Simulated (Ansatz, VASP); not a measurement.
**One calculation of Cd4SeS3, two programs**

```
CELL_PARAMETERS angstrom
8.30000 0.00000 0.00000
-4.15000 7.18801 0.00000
0.00000 0.00000 6.77000
ATOMIC_POSITIONS crystal
Cd 0.16667 0.83333 0.37500
Cd 0.16667 0.33333 0.37500
Cd 0.66667 0.83333 0.37500
Cd 0.33333 0.66667 0.87500
Cd 0.83333 0.16667 0.87500
Cd 0.33333 0.16667 0.87500
Cd 0.66667 0.33333 0.37500
Cd 0.83333 0.66667 0.87500
Se 0.33333 0.66667 0.50000
Se 0.66667 0.33333 0.00000
S 0.16667 0.83333 0.00000
S 0.16667 0.33333 0.00000
S 0.66667 0.83333 0.00000
S 0.83333 0.16667 0.50000
S 0.33333 0.16667 0.50000
S 0.83333 0.66667 0.50000
```

Alike in both runs: task relaxation of cell and atoms; functional PBE; k mesh 2 × 2 × 2; occupations gaussian, width 0.15 eV; no spin polarisation.

```csv
,VASP,Ansatz
version,VASP 6.6.1,Ansatz 0.2.0
potentials or method,"VASP PAW PBE potentials, release 64 (Cd, Se, S), cutoff 600 eV","scalar-relativistic, plane waves, PAW"
valence electrons in the cell,144,228
```

Ansatz gave:

```
gap on the k mesh at the Fermi level, each at its own relaxed structure (eV) : 0.94
relaxed volume (Å³/atom)                                                     : 27.00
relaxed cell length with the largest relative difference (Å)                 : 6.902
```

Question: What did VASP give for the same quantities?

Answer: gap on the k mesh at the Fermi level, each at its own relaxed structure (eV): 0.93; relaxed volume (Å³/atom): 27.02; relaxed cell length with the largest relative difference (Å): 6.912.

VASP's potentials hold 144 valence electrons a cell and Ansatz's 228, so a difference there can come from the potentials and not from the codes.

The k mesh is coarse, so the values compare programs but aren't converged.
